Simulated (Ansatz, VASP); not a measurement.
TePb in VASP and in Ansatz

INCAR

```
ALGO = Normal
EDIFF = 1E-7
ENCUT = 520
GGA = PE
ISIF = 2
ISMEAR = 0
LASPH = True
LCHARG = False
LREAL = False
LWAVE = False
NBANDS = 17
NELM = 100
PREC = Accurate
SIGMA = 0.01
```

Contents of KPOINTS:

```
k-points
0
Gamma
  4 4 4
```

The input POSCAR:

```
TePb
1.0
    0.0000000000      3.6414940692      3.6414940692
    3.6414940692      0.0000000000      3.6414940692
    3.6414940692      3.6414940692      0.0000000000
Pb Te
1 1
Direct
    0.0000000000      0.0000000000      0.0000000000
    0.2500000000      0.2500000000      0.2500000000
```

Input for Ansatz:

```yaml
crystal:
  lattice:
    - [0.0, 3.6414940692, 3.6414940692]
    - [3.6414940692, 0.0, 3.6414940692]
    - [3.6414940692, 3.6414940692, 0.0]
  atoms:
    - { symbol: Pb, position: [0.0, 0.0, 0.0] }
    - { symbol: Te, position: [0.25, 0.25, 0.25] }
kpoints:
  mp_grid: { grid: [4, 4, 4] }
hamiltonian:
  xc: pbe
scf:
  occupations: { method: fixed }
  n_extra_bands: 4
output:
  forces: true
  stress: true
  eigenvalues: true
accuracy: low
```

Alike in both runs: task single point; functional PBE; k mesh 4 × 4 × 4; no spin polarisation.

```csv
,VASP,Ansatz
version,VASP 6.6.1,Ansatz 0.2.0
potentials or method,"VASP PAW PBE potentials, release 64 (Pb_d, Te)",plane waves
plane-wave cutoff (eV),520,420
occupations,"gaussian, width 0.01 eV",fixed
valence electrons in the cell,20,30
```

|  | VASP | Ansatz | Ansatz less VASP |
| --- | --- | --- | --- |
| gap on the k mesh at the Fermi level (eV) | 0.59 | 0.59 | 0.000 |
| pressure (GPa) | 0.5 | 0.5 | +0.03 |

VASP's potentials hold 20 valence electrons a cell and Ansatz's 30, so a difference there can come from the potentials and not from the codes.

Spin-orbit coupling is off throughout.
